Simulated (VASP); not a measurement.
Set up this calculation in VASP 6.6.1, as the native input.

- Task: single point
- Functional: r2SCAN
- Dispersion: rVV10
- Potentials or basis: VASP PAW PBE potentials, release 64 (As, B)
- Cutoff: 520 eV
- k mesh: 10 × 10 × 10
- Occupations: fermi-dirac, width 0.05 eV
- Spin: no spin polarisation
- Dipole correction: no
- Further INCAR settings: ALGO = Normal; EDIFF = 1e-06; NBANDS = 11

The system is BAs.

```xyz
2
Lattice="0.0000 2.3562 2.3562 2.3562 0.0000 2.3562 2.3562 2.3562 0.0000" Properties=species:S:1:pos:R:3 pbc="T T T"
As    3.5343    3.5343    3.5343
B     0.0000    0.0000    0.0000
```

One way to write it, as run:

POSCAR

```
BAs
1.0
    0.0000000000      2.3562190158      2.3562190158
    2.3562190158      0.0000000000      2.3562190158
    2.3562190158      2.3562190158      0.0000000000
As B
1 1
Direct
    0.7500000000      0.7500000000      0.7500000000
    0.0000000000      0.0000000000      0.0000000000
```

INCAR.step1

```
SYSTEM = BAs
  PREC = Accurate
  ENCUT = 520
  ISMEAR = -1
  SIGMA = 0.05
  LREAL = .FALSE.
  LASPH = .TRUE.
  NELM = 100
  NBANDS = 11
  GGA = PE
  ALGO = Normal
  EDIFF = 1E-4
  LWAVE = .TRUE.
  LCHARG = .FALSE.
```

INCAR.step2

```
SYSTEM = BAs
  PREC = Accurate
  ENCUT = 520
  EDIFF = 1E-6
  ISMEAR = -1
  SIGMA = 0.05
  LREAL = .FALSE.
  LASPH = .TRUE.
  NELM = 100
  ALGO = Normal
  ISIF = 2
  LWAVE = .FALSE.
  LCHARG = .FALSE.
  METAGGA = R2SCAN
  LMIXTAU = .TRUE.
  LUSE_VDW = .TRUE.
  IVDW_NL = 2
  BPARAM = 11.95
  CPARAM = 0.0093
  NBANDS = 11
  ISTART = 1
```

KPOINTS

```
regular mesh
0
G
  10 10 10
  0 0 0
```

Potentials or basis: VASP PAW PBE potentials, release 64 (As, B).

Command:

```console
$ cat potpaw_PBE.64/As/POTCAR potpaw_PBE.64/B/POTCAR > POTCAR
$ cp INCAR.step1 INCAR
$ mpirun -np 1 vasp_std > vasp.out
$ cp INCAR.step2 INCAR
$ mpirun -np 1 vasp_std > vasp.out
```

It gave:

| Property | Result |
| --- | --- |
| Pressure | 6.7 GPa |
| Band gap on the k mesh | 1.29 eV, indirect (least direct gap 3.49 eV) |

Caveat: the PAW data sets were made with another functional, which shifts forces and pressure a little.

Run time: 51 s on 1 thread of Intel(R) Xeon(R) 6975P-C (Granite Rapids), with other jobs on the host, peak memory 0.26 GiB.
